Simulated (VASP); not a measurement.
Crystal: Te2Mo.

```xyz
6
Lattice="3.5645 0.0000 0.0000 -1.7822 3.0869 0.0000 0.0000 0.0000 14.1575" Properties=species:S:1:pos:R:3 pbc="T T T"
Te    1.7822    1.0290    5.3657
Te    0.0000    2.0580   12.4444
Te    1.7822    1.0290    1.7131
Te    0.0000    2.0580    8.7918
Mo    1.7822    1.0290   10.6181
Mo    0.0000    2.0580    3.5394
```

Base run:

```yaml
Program: VASP 6.6.1
Functional: PBE
Potentials_or_basis: VASP PAW PBE potentials, release 64 (Te, Mo_sv)
Cutoff: 520 eV
k_mesh: 9 × 9 × 2
Occupations: fermi-dirac, width 0.05 eV
Spin: no spin polarisation
```

Its results: band gap on the k mesh 0.80 eV, indirect (least direct gap 0.99 eV); pressure -0.9 GPa; largest force 0.327 eV/Å.

Question: The run is repeated on the same cell with these changes: functional from PBE to revPBE. What comes out?

Answer: Band gap on the k mesh 0.81 eV, indirect (least direct gap 0.99 eV); pressure 0.4 GPa; largest force 0.277 eV/Å.

revPBE binds less tightly than PBE, so the same cell stands under more pressure.

Caveats: spin-orbit coupling is left out, which moves the levels of the heavy elements; this functional lacks dispersion, which binds the layers, so the pressure and a relaxed spacing across them are unreliable; the PAW data sets were made with another functional, which shifts forces and pressure a little (some runs).

A k mesh can miss the band edges.
